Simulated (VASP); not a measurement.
# TePb (Fm-3m) in VASP: a series of runs

Aim: see how the results for TePb move with the level of theory and the settings. Levels: PBE, HSE06. Tasks: single point.

All numbers are computed with VASP 6.6.1; they aren't measurements. Logs are shortened: lines on timing, memory, paths and dates and some standing lists are left out, and cuts for length are marked.

## (1) The cell of the first run

Symmetry: Fm-3m, No. 225, cubic system. Conventional cell: a = 6.536 Å, b = 6.536 Å, c = 6.536 Å, α = 90.00°, β = 90.00°, γ = 90.00°. Within 4.3 Å of Pb (site symmetry m-3m) lie 6 Te at 3.27 Å. Within 4.3 Å of Te (site symmetry m-3m) lie 6 Pb at 3.27 Å.

## (2) Single point, PBE

Input file INCAR:

```
PREC = Accurate
ENCUT = 520
EDIFF = 1E-7
ISMEAR = 0
SIGMA = 0.01
LREAL = False
LASPH = True
NELM = 100
ALGO = Normal
ISIF = 2
LWAVE = False
LCHARG = False
GGA = PE
NBANDS = 17
```

Input file KPOINTS:

```
Automatic mesh
0
Gamma
  6 6 6
```

Input file POSCAR:

```
TePb
1.0
    0.0000000000      3.2678368466      3.2678368466
    3.2678368466      0.0000000000      3.2678368466
    3.2678368466      3.2678368466      0.0000000000
Pb Te
1 1
Direct
    0.0000000000      0.0000000000      0.0000000000
    0.5000000000      0.5000000000      0.5000000000
```

Potentials or basis: VASP PAW PBE potentials, release 64 (Pb_d, Te).

Launch:

```
$ cat potpaw_PBE.64/Pb_d/POTCAR potpaw_PBE.64/Te/POTCAR > POTCAR
$ mpirun -np 1 vasp_std > vasp.out
```

OUTCAR:

```text
PREC = Accurate
   ENCUT = 520
   EDIFF = 1E-7
   ISMEAR = 0
   LREAL = False
   LASPH = True
   NELM = 100
   ISIF = 2
   GGA = PE

 ion  position               nearest neighbor table
   1  0.000  0.000  0.000-   2 3.27   2 3.27   2 3.27   2 3.27   2 3.27   2 3.27
   2  0.500  0.500  0.500-   1 3.27   1 3.27   1 3.27   1 3.27   1 3.27   1 3.27

  LATTYP: Found a face centered cubic cell.
 ALAT       =     6.5356736932

  Lattice vectors:

 A1 = (   0.0000000000,   3.2678368466,   3.2678368466)
 A2 = (   3.2678368466,   0.0000000000,   3.2678368466)
 A3 = (   3.2678368466,   3.2678368466,   0.0000000000)

Analysis of symmetry for initial positions (statically):
=====================================================================
 Subroutine PRICEL returns:
 Original cell was already a primitive cell.

 Routine SETGRP: Setting up the symmetry group for a
 face centered cubic supercell.

 Subroutine GETGRP returns: Found 48 space group operations
 (whereof 48 operations were pure point group operations)
 out of a pool of 48 trial point group operations.

The static configuration has the point symmetry O_h .

Analysis of symmetry for dynamics (positions and initial velocities):
=====================================================================
 Subroutine PRICEL returns:
 Original cell was already a primitive cell.

 Routine SETGRP: Setting up the symmetry group for a
 face centered cubic supercell.

 Subroutine GETGRP returns: Found 48 space group operations
 (whereof 48 operations were pure point group operations)
 out of a pool of 48 trial point group operations.

The dynamic configuration has the point symmetry O_h .

 Subroutine INISYM returns: Found 48 space group operations
 (whereof 48 operations are pure point group operations),
 and found     1 'primitive' translations

----------------------------------------------------------------------------------------

                                     Primitive cell

  volume of cell :      69.7929

  direct lattice vectors                    reciprocal lattice vectors
     0.000000000  3.267836847  3.267836847    -0.153006415  0.153006415  0.153006415
     3.267836847  0.000000000  3.267836847     0.153006415 -0.153006415  0.153006415
     3.267836847  3.267836847  0.000000000     0.153006415  0.153006415 -0.153006415

  length of vectors
     4.621419188  4.621419188  4.621419188     0.265014884  0.265014884  0.265014884

  position of ions in fractional coordinates (direct lattice)
     0.000000000  0.000000000  0.000000000
     0.500000000  0.500000000  0.500000000

  ion indices of the primitive-cell ions
   primitive index   ion index
                 1           1
                 2           2

----------------------------------------------------------------------------------------

 KPOINTS: Automatic mesh

Automatic generation of k-mesh.
 Grid dimensions read from file:
 generate k-points for:    6    6    6

 Generating k-lattice:

  Cartesian coordinates                     Fractional coordinates (reciprocal lattice)
    -0.025501069  0.025501069  0.025501069     0.166666667  0.000000000  0.000000000
     0.025501069 -0.025501069  0.025501069     0.000000000  0.166666667  0.000000000
     0.025501069  0.025501069 -0.025501069     0.000000000  0.000000000  0.166666667

  Length of vectors
     0.044169147  0.044169147  0.044169147

  Shift w.r.t. Gamma in fractional coordinates (k-lattice)
     0.000000000  0.000000000  0.000000000

 Subroutine IBZKPT returns following result:
 ===========================================

 Found     16 irreducible k-points:

 Following reciprocal coordinates:
            Coordinates               Weight
  0.000000  0.000000  0.000000      1.000000
  0.166667  0.000000  0.000000      8.000000
  0.333333  0.000000  0.000000      8.000000
  0.500000  0.000000  0.000000      4.000000
  0.166667  0.166667  0.000000      6.000000
  0.333333  0.166667  0.000000     24.000000
[... 8 lines left out ...]
 -0.333333  0.333333  0.166667     24.000000
 -0.333333  0.500000  0.166667     12.000000
   k-points           NKPTS =     16   k-points in BZ     NKDIM =     16   number of bands    NBANDS=     17
   number of dos      NEDOS =    301   number of ions     NIONS =      2
   total plane-waves  NPLWV =  46656
   dimension x,y,z NGX =    36 NGY =   36 NGZ =   36
   dimension x,y,z NGXF=    72 NGYF=   72 NGZF=   72
   ions per type =               1   1
   NGX,Y,Z   is equivalent  to a cutoff of  12.95, 12.95, 12.95 a.u.
   NGXF,Y,Z  is equivalent  to a cutoff of  25.90, 25.90, 25.90 a.u.
 SYSTEM =  unknown system
   PREC   = accura    normal or accurate (medium, high low for compatibility)
   ISTART =      0    job   : 0-new  1-cont  2-samecut
   ICHARG =      2    charge: 1-file 2-atom 10-const
   ISPIN  =      1    spin polarized calculation?
   LNONCOLLINEAR =      F non collinear calculations
   LSORBIT =      F    spin-orbit coupling
   LASPH  =      T    aspherical Exc in radial PAW
   ENCUT  =  520.0 eV  38.22 Ry    6.18 a.u.   8.59  8.59  8.59*2*pi/ulx,y,z
   NELM   =    100;   NELMIN=  2; NELMDL= -5     # of ELM steps
   EDIFF  = 0.1E-06   stopping-criterion for ELM
   LREAL  =      F    real-space projection
   EDIFFG = 0.1E-05   stopping-criterion for IOM
   NSW    =      0    number of steps for IOM
   IBRION =     -1    ionic relax: 0-MD 1-quasi-New 2-CG
   NFREE  =      0    steps in history (QN), initial steepest desc. (CG)
   ISIF   =      2    stress and relaxation
   ISYM   =      2    0-nonsym 1-usesym 2-fastsym
   POTIM  = 0.5000    time-step for ionic-motion
   TEBEG  =    0.0;   TEEND  =   0.0 temperature during run
   PSTRESS=    0.0 pullay stress
   NELECT =      20.0000    total number of electrons
   NUPDOWN=      -1.0000    fix difference up-down
   EMIN   =  10.00;   EMAX   =-10.00  energy-range for DOS
   EFERMI =   0.00;   METHOD = LEGACY
   ISMEAR =     0;   SIGMA  =   0.01  broadening in eV -4-tet -1-fermi 0-gaus
   EFERMI_NEDOS =   21; number of points for ismear=-14 and -15
   IALGO  =     38    algorithm
   IMIX   =      4    mixing-type and parameters
     AMIX     =   0.40;   BMIX     =  1.00
     AMIX_MAG =   1.60;   BMIX_MAG =  1.00
  volume/ion in A,a.u.               =      34.90       235.49
  Fermi-wavevector in a.u.,A,eV,Ry     =   1.079314  2.039608 15.849680  1.164919
  Thomas-Fermi vector in A             =   2.215276
   LORBIT       =      0    0 simple, 1 ext, 2 COOP (PROOUT), +10 PAW based schemes
   GGA     = PE    functional components
   LHFCALC =     F    Hartree Fock is set to
   AEXX    =    0.0000 exact exchange contribution
   IVDW    =     0    specifies the selected vdW correction
   LEPSILON=     F    determine dielectric tensor
   LRPA    =     F    only Hartree local field effects (RPA)
 non-spin polarized calculation
 Gauss-broadening in eV      SIGMA  =   0.01
  energy-cutoff  :      520.00
  volume of cell :       69.79
 maximum number of plane-waves:      1895
 NGX is ok and might be reduce to    36
   NGX = 17   NGY = 17   NGZ = 17

 number of electron      20.0000002 magnetization

 Free energy of the ion-electron system (eV)
  ---------------------------------------------------
  ext. energy  EPLUGINS =         0.00000000
  ---------------------------------------------------
  free energy    TOTEN  =        -7.52184226 eV

  energy without entropy =       -7.52184226  energy(sigma->0) =       -7.52184226

 E-fermi :   5.2336     XC(G=0):  -9.1483

 val. band max:        5.1867897250   @ k =   0.5000   0.0000   0.0000
 cond. band min:       5.9903175213   @ k =   0.5000   0.0000   0.0000
 fundamental gap:      0.8035277963
 Fermi energy:         5.2335502286

 k-point     1 :       0.0000    0.0000    0.0000
  band No.  band energies     occupation
      1     -11.4791      2.00000
      2     -11.4791      2.00000
      3     -11.4724      2.00000
      4     -11.4724      2.00000
      5     -11.4724      2.00000
      6      -6.5496      2.00000
[... 9 lines left out ...]
     16      11.0659      0.00000
     17      12.6637      0.00000

 k-point     2 :       0.1667    0.0000    0.0000
  band No.  band energies     occupation
      1     -11.4819      2.00000
      2     -11.4819      2.00000
      3     -11.4717      2.00000
      4     -11.4689      2.00000
      5     -11.4689      2.00000
      6      -6.3247      2.00000
[... 9 lines left out ...]
     16      11.5591      0.00000
     17      14.1242      0.00000

 k-point     3 :       0.3333    0.0000    0.0000
  band No.  band energies     occupation
      1     -11.4884      2.00000
      2     -11.4884      2.00000
      3     -11.4706      2.00000
      4     -11.4612      2.00000
      5     -11.4612      2.00000
      6      -5.7146      2.00000
[... 9 lines left out ...]
     16      12.8876      0.00000
     17      16.0230      0.00000

 k-point     4 :       0.5000    0.0000    0.0000
  band No.  band energies     occupation
      1     -11.4917      2.00000
      2     -11.4917      2.00000
      3     -11.4700      2.00000
      4     -11.4572      2.00000
      5     -11.4572      2.00000
      6      -5.2022      2.00000
[... 9 lines left out ...]
     16      14.4443      0.00000
     17      14.4443      0.00000

 k-point     5 :       0.1667    0.1667    0.0000
  band No.  band energies     occupation
      1     -11.4886      2.00000
      2     -11.4767      2.00000
      3     -11.4745      2.00000
      4     -11.4670      2.00000
      5     -11.4670      2.00000
      6      -6.2513      2.00000
[... 9 lines left out ...]
     16      12.3546      0.00000
     17      13.1477      0.00000

 k-point     6 :       0.3333    0.1667    0.0000
  band No.  band energies     occupation
      1     -11.4977      2.00000
      2     -11.4793      2.00000
      3     -11.4737      2.00000
      4     -11.4622      2.00000
      5     -11.4597      2.00000
      6      -5.7743      2.00000
[... 9 lines left out ...]
     16      13.6605      0.00000
     17      14.7919      0.00000

 k-point     7 :       0.5000    0.1667    0.0000
  band No.  band energies     occupation
      1     -11.5004      2.00000
      2     -11.4857      2.00000
      3     -11.4692      2.00000
      4     -11.4600      2.00000
      5     -11.4559      2.00000
      6      -5.1650      2.00000
[... 9 lines left out ...]
     16      14.6125      0.00000
     17      15.0662      0.00000

 k-point     8 :      -0.3333    0.1667    0.0000
  band No.  band energies     occupation
      1     -11.4942      2.00000
      2     -11.4889      2.00000
      3     -11.4678      2.00000
      4     -11.4601      2.00000
      5     -11.4598      2.00000
      6      -5.3339      2.00000
[... 9 lines left out ...]
     16      13.9607      0.00000
     17      15.3724      0.00000

 k-point     9 :      -0.1667    0.1667    0.0000
  band No.  band energies     occupation
      1     -11.4869      2.00000
      2     -11.4850      2.00000
      3     -11.4708      2.00000
      4     -11.4665      2.00000
      5     -11.4629      2.00000
      6      -5.9694      2.00000
[... 9 lines left out ...]
     16      13.3755      0.00000
     17      13.6352      0.00000

 k-point    10 :       0.3333    0.3333    0.0000
  band No.  band energies     occupation
      1     -11.5144      2.00000
      2     -11.4787      2.00000
      3     -11.4718      2.00000
      4     -11.4558      2.00000
      5     -11.4558      2.00000
      6      -5.4922      2.00000
[... 9 lines left out ...]
     16      14.2942      0.00000
     17      15.0557      0.00000

 k-point    11 :       0.5000    0.3333    0.0000
  band No.  band energies     occupation
      1     -11.5201      2.00000
      2     -11.4766      2.00000
      3     -11.4744      2.00000
      4     -11.4541      2.00000
      5     -11.4524      2.00000
      6      -5.0577      2.00000
[... 9 lines left out ...]
     16      15.2398      0.00000
     17      15.9676      0.00000

 k-point    12 :      -0.3333    0.3333    0.0000
  band No.  band energies     occupation
      1     -11.5096      2.00000
      2     -11.4820      2.00000
      3     -11.4683      2.00000
      4     -11.4596      2.00000
      5     -11.4552      2.00000
      6      -4.9383      2.00000
[... 9 lines left out ...]
     16      13.6026      0.00000
     17      15.4447      0.00000

 k-point    13 :       0.5000    0.5000    0.0000
  band No.  band energies     occupation
      1     -11.5305      2.00000
      2     -11.4808      2.00000
      3     -11.4694      2.00000
      4     -11.4499      2.00000
      5     -11.4499      2.00000
      6      -4.9871      2.00000
[... 9 lines left out ...]
     16      15.9104      0.00000
     17      16.1714      0.00000

 k-point    14 :       0.5000    0.3333    0.1667
  band No.  band energies     occupation
      1     -11.5065      2.00000
      2     -11.4805      2.00000
      3     -11.4721      2.00000
      4     -11.4589      2.00000
      5     -11.4560      2.00000
      6      -5.2832      2.00000
[... 9 lines left out ...]
     16      14.2587      0.00000
     17      14.6957      0.00000

 k-point    15 :      -0.3333    0.3333    0.1667
  band No.  band energies     occupation
      1     -11.5091      2.00000
      2     -11.4828      2.00000
      3     -11.4660      2.00000
      4     -11.4640      2.00000
      5     -11.4529      2.00000
      6      -4.9377      2.00000
[... 9 lines left out ...]
     16      15.4341      0.00000
     17      15.5912      0.00000

 k-point    16 :      -0.3333    0.5000    0.1667
  band No.  band energies     occupation
      1     -11.5198      2.00000
      2     -11.4767      2.00000
      3     -11.4734      2.00000
      4     -11.4579      2.00000
      5     -11.4499      2.00000
      6      -4.8808      2.00000
[... 9 lines left out ...]
     16      15.7784      0.00000
     17      16.5853      0.00000

------------------------ aborting loop because EDIFF is reached ----------------------------------------

  FORCE on cell =-STRESS in cart. coord.  units (eV):
  Direction    XX          YY          ZZ          XY          YZ          ZX
  --------------------------------------------------------------------------------------
  -------------------------------------------------------------------------------------
  Total        0.2532268      0.2532268      0.2532268      0.0000000      0.0000000      0.0000000
  in kB        5.8131176      5.8131176      5.8131176      0.0000000      0.0000000      0.0000000
  external PRESSURE =       5.8131176 kB  Pullay stress =       0.0000000 kB

 VOLUME and BASIS-vectors are now :
 -----------------------------------------------------------------------------
  energy-cutoff  :      520.00
  volume of cell :       69.79
      direct lattice vectors                 reciprocal lattice vectors
     0.000000000  3.267836847  3.267836847    -0.153006415  0.153006415  0.153006415
     3.267836847  0.000000000  3.267836847     0.153006415 -0.153006415  0.153006415
     3.267836847  3.267836847  0.000000000     0.153006415  0.153006415 -0.153006415

 POSITION                                       TOTAL-FORCE (eV/Angst)
 -----------------------------------------------------------------------------------
      0.00000      0.00000      0.00000         0.000000      0.000000      0.000000
      3.26784      3.26784      3.26784        -0.000000      0.000000      0.000000
 -----------------------------------------------------------------------------------
    total drift:                               -0.000000      0.000000      0.000000

  FREE ENERGIE OF THE ION-ELECTRON SYSTEM (eV)
  ---------------------------------------------------
  free  energy   TOTEN  =        -7.5218422573 eV

  energy  without entropy=       -7.5218422573  energy(sigma->0) =       -7.52184226
```

It took 15 s on 1 thread of AMD EPYC 9R45 (Zen 5), shared host; peak memory 0.17 GiB.

Results:

```
Free energy            : -7.5218 eV
Pressure               : 0.6 GPa
Band gap on the k mesh : 0.80 eV, direct
```

Caveat: spin-orbit coupling is left out, which moves the levels of the heavy elements. A k mesh can miss the band edges.

[end of part 1 of 2]
